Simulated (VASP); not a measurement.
# CdS (rocksalt type) (Fm-3m) in VASP: notebook, part 2 of 2

VASP 6.6.1.

## Step 3: Relaxation of cell and atoms, LDA

This run uses another cell than the first one, of 16.06 Å³/atom.

INCAR reads:

```
SYSTEM = CdS
  ALGO = Normal
  EDIFF = 1E-7
  EDIFFG = -0.005
  ENCUT = 630
  GGA = CA
  GGA_COMPAT = .False.
  IBRION = 2
  ISIF = 3
  ISMEAR = -1
  LASPH = .True.
  LCHARG = .False.
  LREAL = .False.
  LWAVE = .False.
  NELM = 120
  NELMIN = 4
  NSW = 60
  PREC = Accurate
  SIGMA = 0.05
```

KPOINTS reads:

```
k-points
0
Gamma
  14 14 14
  0 0 0
```

POSCAR reads:

```
CdS
1.0
    0.0000000000      2.5228479314      2.5228479314
    2.5228479314      0.0000000000      2.5228479314
    2.5228479314      2.5228479314      0.0000000000
Cd S
1 1
Direct
    0.0000000000      0.0000000000      0.0000000000
    0.5000000000      0.5000000000      0.5000000000
```

Potentials or basis: VASP PAW LDA potentials, release 64 (Cd_sv_GW, S).

Command:

```
$ cat potpaw_LDA.64/Cd_sv_GW/POTCAR potpaw_LDA.64/S/POTCAR > POTCAR
$ mpirun -np 1 vasp_std > vasp.out
```

OUTCAR:

```text
SYSTEM = CdS
   EDIFF = 1E-7
   EDIFFG = -0.005
   ENCUT = 630
   GGA = CA
   IBRION = 2
   ISIF = 3
   ISMEAR = -1
   LASPH = .True.
   LREAL = .False.
   NELM = 120
   NELMIN = 4
   NSW = 60
   PREC = Accurate

 ion  position               nearest neighbor table
   1  0.000  0.000  0.000-   2 2.52   2 2.52   2 2.52   2 2.52   2 2.52   2 2.52
   2  0.500  0.500  0.500-   1 2.52   1 2.52   1 2.52   1 2.52   1 2.52   1 2.52

  LATTYP: Found a face centered cubic cell.
 ALAT       =     5.0456958628

  Lattice vectors:

 A1 = (   0.0000000000,   2.5228479314,   2.5228479314)
 A2 = (   2.5228479314,   0.0000000000,   2.5228479314)
 A3 = (   2.5228479314,   2.5228479314,   0.0000000000)

Analysis of symmetry for initial positions (statically):
=====================================================================
 Subroutine PRICEL returns:
 Original cell was already a primitive cell.

 Routine SETGRP: Setting up the symmetry group for a
 face centered cubic supercell.

 Subroutine GETGRP returns: Found 48 space group operations
 (whereof 48 operations were pure point group operations)
 out of a pool of 48 trial point group operations.

The static configuration has the point symmetry O_h .

Analysis of symmetry for dynamics (positions and initial velocities):
=====================================================================
 Subroutine PRICEL returns:
 Original cell was already a primitive cell.

 Routine SETGRP: Setting up the symmetry group for a
 face centered cubic supercell.

 Subroutine GETGRP returns: Found 48 space group operations
 (whereof 48 operations were pure point group operations)
 out of a pool of 48 trial point group operations.

The dynamic configuration has the point symmetry O_h .

 Subroutine INISYM returns: Found 48 space group operations
 (whereof 48 operations are pure point group operations),
 and found     1 'primitive' translations

----------------------------------------------------------------------------------------

                                     Primitive cell

  volume of cell :      32.1147

  direct lattice vectors                    reciprocal lattice vectors
     0.000000000  2.522847931  2.522847931    -0.198188719  0.198188719  0.198188719
     2.522847931  0.000000000  2.522847931     0.198188719 -0.198188719  0.198188719
     2.522847931  2.522847931  0.000000000     0.198188719  0.198188719 -0.198188719

  length of vectors
     3.567845760  3.567845760  3.567845760     0.343272931  0.343272931  0.343272931

  position of ions in fractional coordinates (direct lattice)
     0.000000000  0.000000000  0.000000000
     0.500000000  0.500000000  0.500000000

  ion indices of the primitive-cell ions
   primitive index   ion index
                 1           1
                 2           2

----------------------------------------------------------------------------------------

 KPOINTS: k-points

Automatic generation of k-mesh.
 Grid dimensions read from file:
 generate k-points for:   14   14   14

 Generating k-lattice:

  Cartesian coordinates                     Fractional coordinates (reciprocal lattice)
    -0.014156337  0.014156337  0.014156337     0.071428571  0.000000000  0.000000000
     0.014156337 -0.014156337  0.014156337     0.000000000  0.071428571  0.000000000
     0.014156337  0.014156337 -0.014156337     0.000000000  0.000000000  0.071428571

  Length of vectors
     0.024519495  0.024519495  0.024519495

  Shift w.r.t. Gamma in fractional coordinates (k-lattice)
     0.000000000  0.000000000  0.000000000

 Subroutine IBZKPT returns following result:
 ===========================================

 Found    104 irreducible k-points:

 Following reciprocal coordinates:
            Coordinates               Weight
  0.000000  0.000000  0.000000      1.000000
  0.071429  0.000000  0.000000      8.000000
  0.142857  0.000000  0.000000      8.000000
  0.214286  0.000000  0.000000      8.000000
  0.285714  0.000000  0.000000      8.000000
  0.357143  0.000000  0.000000      8.000000
[... 16 lines left out ...]
  0.214286  0.142857  0.000000     24.000000
  0.285714  0.142857  0.000000     24.000000
 [... further k-points ...]
   k-points           NKPTS =    104   k-points in BZ     NKDIM =    104   number of bands    NBANDS=     17
   number of dos      NEDOS =    301   number of ions     NIONS =      2
   total plane-waves  NPLWV =  27000
   dimension x,y,z NGX =    30 NGY =   30 NGZ =   30
   dimension x,y,z NGXF=    60 NGYF=   60 NGZF=   60
   ions per type =               1   1
   NGX,Y,Z   is equivalent  to a cutoff of  13.98, 13.98, 13.98 a.u.
   NGXF,Y,Z  is equivalent  to a cutoff of  27.96, 27.96, 27.96 a.u.
 SYSTEM =  CdS
   PREC   = accura    normal or accurate (medium, high low for compatibility)
   ISTART =      0    job   : 0-new  1-cont  2-samecut
   ICHARG =      2    charge: 1-file 2-atom 10-const
   ISPIN  =      1    spin polarized calculation?
   LNONCOLLINEAR =      F non collinear calculations
   LSORBIT =      F    spin-orbit coupling
   LASPH  =      T    aspherical Exc in radial PAW
   ENCUT  =  630.0 eV  46.30 Ry    6.80 a.u.   7.30  7.30  7.30*2*pi/ulx,y,z
   NELM   =    120;   NELMIN=  4; NELMDL= -5     # of ELM steps
   EDIFF  = 0.1E-06   stopping-criterion for ELM
   LREAL  =      F    real-space projection
   EDIFFG = -.5E-02   stopping-criterion for IOM
   NSW    =     60    number of steps for IOM
   IBRION =      2    ionic relax: 0-MD 1-quasi-New 2-CG
   NFREE  =      1    steps in history (QN), initial steepest desc. (CG)
   ISIF   =      3    stress and relaxation
   ISYM   =      2    0-nonsym 1-usesym 2-fastsym
   POTIM  = 0.5000    time-step for ionic-motion
   TEBEG  =    0.0;   TEEND  =   0.0 temperature during run
   PSTRESS=    0.0 pullay stress
   NELECT =      26.0000    total number of electrons
   NUPDOWN=      -1.0000    fix difference up-down
   EMIN   =  10.00;   EMAX   =-10.00  energy-range for DOS
   EFERMI =   0.00;   METHOD = LEGACY
   ISMEAR =    -1;   SIGMA  =   0.05  broadening in eV -4-tet -1-fermi 0-gaus
   EFERMI_NEDOS =   21; number of points for ismear=-14 and -15
   IALGO  =     38    algorithm
   IMIX   =      4    mixing-type and parameters
     AMIX     =   0.40;   BMIX     =  1.00
     AMIX_MAG =   1.60;   BMIX_MAG =  1.00
  volume/ion in A,a.u.               =      16.06       108.36
  Fermi-wavevector in a.u.,A,eV,Ry     =   1.525802  2.883348 31.675343  2.328072
  Thomas-Fermi vector in A             =   2.633923
   LORBIT       =      0    0 simple, 1 ext, 2 COOP (PROOUT), +10 PAW based schemes
   GGA     = CA    functional components
   LHFCALC =     F    Hartree Fock is set to
   AEXX    =    0.0000 exact exchange contribution
   IVDW    =     0    specifies the selected vdW correction
   LEPSILON=     F    determine dielectric tensor
   LRPA    =     F    only Hartree local field effects (RPA)
 conjugate gradient relaxation of ions
 non-spin polarized calculation
  energy-cutoff  :      630.00
  volume of cell :       32.11
 maximum number of plane-waves:      1185
 NGX is ok and might be reduce to    30
   NGX = 15   NGY = 15   NGZ = 15

--------------------------------------- Ionic step        1  -------------------------------------------

 number of electron      26.0000007 magnetization

 Free energy of the ion-electron system (eV)
  ---------------------------------------------------
  ext. energy  EPLUGINS =         0.00000000
  ---------------------------------------------------
  free energy    TOTEN  =        -6.93127015 eV

  energy without entropy =       -6.93006214  energy(sigma->0) =       -6.93066615

------------------------ aborting loop because EDIFF is reached ----------------------------------------

  FORCE on cell =-STRESS in cart. coord.  units (eV):
  Direction    XX          YY          ZZ          XY          YZ          ZX
  --------------------------------------------------------------------------------------
  -------------------------------------------------------------------------------------
  Total        4.7048207      4.7048207      4.7048207     -0.0000000     -0.0000000      0.0000000
  in kB      234.7201862    234.7201862    234.7201862     -0.0000000     -0.0000000      0.0000000
  external PRESSURE =     234.7201862 kB  Pullay stress =       0.0000000 kB
[... 23 lines left out ...]
--------------------------------------- Ionic step        2  -------------------------------------------

 number of electron      26.0000013 magnetization

 E-fermi :   3.8414     XC(G=0): -10.5219

 val. band max:        3.6775860264   @ k =  -0.2857   0.1429   0.0000
 cond. band min:       3.9371507622   @ k =   0.4286   0.4286   0.0000
 fundamental gap:      0.2595647358
 Fermi energy:         3.8414229823

 k-point     1 :       0.0000    0.0000    0.0000
  band No.  band energies     occupation
      1     -97.2312      2.00000
      2     -58.6262      2.00000
      3     -58.6262      2.00000
      4     -58.6262      2.00000
      5      -8.5935      2.00000
      6      -3.8264      2.00000
[... 542 lines left out ...]
--------------------------------------- Ionic step        4  -------------------------------------------

 number of electron      26.0000013 magnetization

 Free energy of the ion-electron system (eV)
  ---------------------------------------------------
  ext. energy  EPLUGINS =         0.00000000
  ---------------------------------------------------
  free energy    TOTEN  =        -7.28839008 eV

  energy without entropy =       -7.28749584  energy(sigma->0) =       -7.28794296

 E-fermi :   5.7400     XC(G=0): -11.3227

 val. band max:        5.5930431676   @ k =   0.5000   0.0000   0.0000
 cond. band min:       5.8415501944   @ k =   0.4286   0.4286   0.0000
 fundamental gap:      0.2485070269
 Fermi energy:         5.7399848544

 k-point     1 :       0.0000    0.0000    0.0000
  band No.  band energies     occupation
      1     -95.5757      2.00000
      2     -56.9707      2.00000
      3     -56.9707      2.00000
      4     -56.9707      2.00000
      5      -7.8209      2.00000
      6      -2.2902      2.00000
[... 500 lines left out ...]
  FREE ENERGIE OF THE ION-ELECTRON SYSTEM (eV)
  ---------------------------------------------------
  free  energy   TOTEN  =        -7.2883900831 eV

  energy  without entropy=       -7.2874958442  energy(sigma->0) =       -7.28794296

 reached required accuracy - stopping structural energy minimisation
```

Run time: 3.1 min. Hardware: 1 thread of AMD EPYC 9R45 (Zen 5), shared host; peak memory 0.21 GiB.

Results:

* Free energy: -7.2884 eV
* Relaxed volume: 18.88 Å³/atom
* Relaxed cell: a = 3.766 Å, b = 3.766 Å, c = 3.766 Å, α = 60.00°, β = 60.00°, γ = 60.00°
* Space group after relaxing (to 0.1 Å): Fm-3m (No. 225)
* Energy gained by relaxing: 178.6 meV/atom
* Ionic steps: 4
* Pressure after relaxing: 0.0 GPa
* Band gap on the k mesh: zero (bands 13 and 14 overlap by 0.02 eV)

The path:
```csv
step,energy change (eV),largest force (eV/Å),pressure (GPa),volume (Å³)
1,0.0000,0.0000,23.47,32.11
2,-0.0873,0.0000,-11.23,44.34
3,-0.3570,0.0000,-0.35,37.87
4,-0.3571,0.0000,-0.02,37.75
```

Final structure:
```yaml
crystal:
  lattice:
    - [0.00000, 2.66262, 2.66262]
    - [2.66262, 0.00000, 2.66262]
    - [2.66262, 2.66262, 0.00000]
  atoms:
    - { symbol: Cd, position: [0.00000, 0.00000, 0.00000] }
    - { symbol: S, position: [0.50000, 0.50000, 0.50000] }
```

Caveat: the volume moved by over 15 % at a fixed basis, so the end points are rough; semilocal functionals underestimate gaps, and a narrow one can read as zero.

## Step 4: Single point, LDA (16.74 Å³/atom)

This run uses another cell than the first one, of 16.74 Å³/atom.

INCAR reads:

```
PREC = Accurate ; ENCUT = 630
EDIFF = 1E-6 ; ISMEAR = -1
SIGMA = 0.05 ; LREAL = F
LASPH = T ; NELM = 120
ALGO = Normal ; ISIF = 2
LWAVE = F ; LCHARG = T
GGA = CA ; LELF = T
LVHAR = T ; NBANDS = 20
GGA_COMPAT = F
```

KPOINTS reads:

```
Automatic mesh
0
Gamma
  14 14 14
```

POSCAR reads:

```
CdS
1.0
    0.0000000000      2.5583567417      2.5583567417
    2.5583567417      0.0000000000      2.5583567417
    2.5583567417      2.5583567417      0.0000000000
Cd S
1 1
Direct
    0.0000000000      0.0000000000      0.0000000000
    0.5000000000      0.5000000000      0.5000000000
```

Command:

```
$ cat potpaw_LDA.64/Cd_sv_GW/POTCAR potpaw_LDA.64/S/POTCAR > POTCAR
$ mpirun -np 1 vasp_std > vasp.out
```

Wall time 71 s (1 thread of Intel Xeon Platinum 8259CL at 2.50GHz (Skylake/Cascade Lake), shared host); peak memory 0.24 GiB.

The run converged. Its results:

- Free energy: -7.1016 eV
- Pressure: 16.0 GPa
- Band gap on the k mesh: zero (bands 13 and 14 overlap by 0.09 eV)

Levels at points of the mesh, in eV from the Fermi level:
```csv
k point,band 11,band 12,band 13,band 14,band 15,band 16
"(0.00, 0.00, 0.00)",-1.45,-1.45,-1.45,1.59,9.03,9.03
"(0.50, 0.00, 0.00)",-6.04,-0.11,-0.11,2.87,5.31,5.31
"(0.50, 0.50, 0.00)",-6.01,-3.29,-3.29,-0.20,5.45,10.78
```

Caveat: the cell stands under pressure; semilocal functionals underestimate gaps, and a narrow one can read as zero.

## Step 5: Overview

```tsv
task	cell	gap on the mesh (eV)	pressure (GPa)
single point	a = 3.698 Å, angles 60.0°, 2 atoms	none	6.7
relaxation of cell and atoms	relaxed from a = 3.568 Å, angles 60.0°, 2 atoms	none	0.0
single point	a = 3.618 Å, angles 60.0°, 2 atoms	none	16.0
```

Alike in all rows: level LDA; potentials or basis VASP PAW LDA potentials, release 64 (Cd_sv_GW, S); no spin polarisation; k mesh 14 × 14 × 14; cutoff (eV) 630; smearing fermi-dirac 0.05 eV.

Caveats: semilocal functionals underestimate gaps, and a narrow one can read as zero; the cell stands under pressure (at least some runs); the volume moved by over 15 % at a fixed basis, so the end points are rough (at least some runs).

Absolute energies hang on the potentials; compare differences alone.

The gap in the log of VASP goes by the Fermi energy; the results here count the filled bands.